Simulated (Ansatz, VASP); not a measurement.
# Two plane-wave programs on GaN

```
Ga N
1.0
     0.00000    2.25350    2.25350
     2.25350    0.00000    2.25350
     2.25350    2.25350    0.00000
Ga N
1 1
Direct
  0.00000 0.00000 0.00000
  0.25000 0.25000 0.25000
```

Alike in both runs: task single point; functional PBE; k mesh 8 × 8 × 8; no spin polarisation.

|  | VASP | Ansatz |
| --- | --- | --- |
| version | VASP 6.6.1 | Ansatz 0.2.0 |
| potentials or method | VASP PAW PBE potentials, release 64 (Ga_d, N), cutoff 600 eV | plane waves, PAW |
| occupations | gaussian, width 0.01 eV | fixed |
| valence electrons in the cell | 18 | 18 |

|  | VASP | Ansatz | Ansatz less VASP |
| --- | --- | --- | --- |
| gap on the k mesh at the Fermi level (eV) | 1.72 | 1.72 | -0.005 |
